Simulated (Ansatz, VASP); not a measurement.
# Two plane-wave programs on Na

The input INCAR:

```
PREC = Accurate ; ENCUT = 520
EDIFF = 1E-7 ; ISMEAR = 0
SIGMA = 0.1 ; LREAL = F
LASPH = T ; NELM = 60
ALGO = Normal ; ISIF = 2
LWAVE = F ; LCHARG = F
LDIPOL = T ; IDIPOL = 3
DIPOL = 0.5 0.5 0.421 ; GGA = PE
IVDW = 12 ; NBANDS = 54
```

File KPOINTS:

```
Automatic mesh
0
Gamma
  3 3 1
```

The input POSCAR:

```
Na
1.0
    7.0632143068      0.0000000000      0.0000000000
   -2.3544047689      6.6592623111      0.0000000000
    0.0000000000      0.0000000000     25.9815903319
Na
12
Direct
    0.2500000000      0.2500000000      0.3079103279
    0.2500000000      0.7500000000      0.3079103279
    0.7500000000      0.2500000000      0.3079103279
    0.7500000000      0.7500000000      0.3079103279
    0.5048977135      0.4942336980      0.4189756619
    0.4989038125     -0.0071649778      0.4222747229
    0.0061750287      0.5001659701      0.4230644954
    0.0008642339      0.0001877674      0.4182825327
    0.7603503945      0.7440145203      0.5290410206
    0.7483835263      0.2390557173      0.5354725264
    0.2642266746      0.7487226409      0.5398079889
    0.2506507733      0.2436774092      0.5297889035
```

Input for Ansatz:

```yaml
crystal:
  lattice:
    - [7.0632143068, 0.0, 0.0]
    - [-2.3544047689, 6.6592623111, 0.0]
    - [0.0, 0.0, 25.9815903319]
  atoms:
    - { symbol: Na, position: [0.25, 0.25, 0.3079103279] }
    - { symbol: Na, position: [0.25, 0.75, 0.3079103279] }
    - { symbol: Na, position: [0.75, 0.25, 0.3079103279] }
    - { symbol: Na, position: [0.75, 0.75, 0.3079103279] }
    - { symbol: Na, position: [0.5048977135, 0.494233698, 0.4189756619] }
    - { symbol: Na, position: [0.4989038125, -0.0071649778, 0.4222747229] }
    - { symbol: Na, position: [0.0061750287, 0.5001659701, 0.4230644954] }
    - { symbol: Na, position: [0.0008642339, 0.0001877674, 0.4182825327] }
    - { symbol: Na, position: [0.7603503945, 0.7440145203, 0.5290410206] }
    - { symbol: Na, position: [0.7483835263, 0.2390557173, 0.5354725264] }
    - { symbol: Na, position: [0.2642266746, 0.7487226409, 0.5398079889] }
    - { symbol: Na, position: [0.2506507733, 0.2436774092, 0.5297889035] }
basis:
  ecutwfc: 420
kpoints:
  mp_grid: { grid: [3, 3, 1] }
hamiltonian:
  xc: pbe
  dispersion: d3bj
scf:
  occupations: { method: gaussian, width: 0.1 }
output:
  forces: true
  eigenvalues: true
  write_density: true
  volumetric_format: npy
efield:
  axis: 3
  dipole_correction: true
  ramp_width: 0.04
```

Alike in both runs: task single point; functional PBE; dispersion D3(BJ); k mesh 3 × 3 × 1; occupations gaussian, width 0.1 eV; no spin polarisation.

```csv
,VASP,Ansatz
version,VASP 6.6.1,Ansatz 0.2.0
potentials or method,"VASP PAW PBE potentials, release 64 (Na_pv), cutoff 520 eV","scalar-relativistic, plane waves, PAW"
valence electrons in the cell,84,108
```

```tsv
	VASP	Ansatz	Ansatz less VASP
gap on the k mesh at the Fermi level (eV)	none	none	-
rms of the force components (eV/Å)	0.010	0.010	-0.0002
```

Atom by atom the forces differ by 0.000 eV/Å (rms over components). A gap of «none» marks a metal or a gap that the smearing closes. VASP's potentials hold 84 valence electrons a cell and Ansatz's 108, so a difference there can come from the potentials and not from the codes.
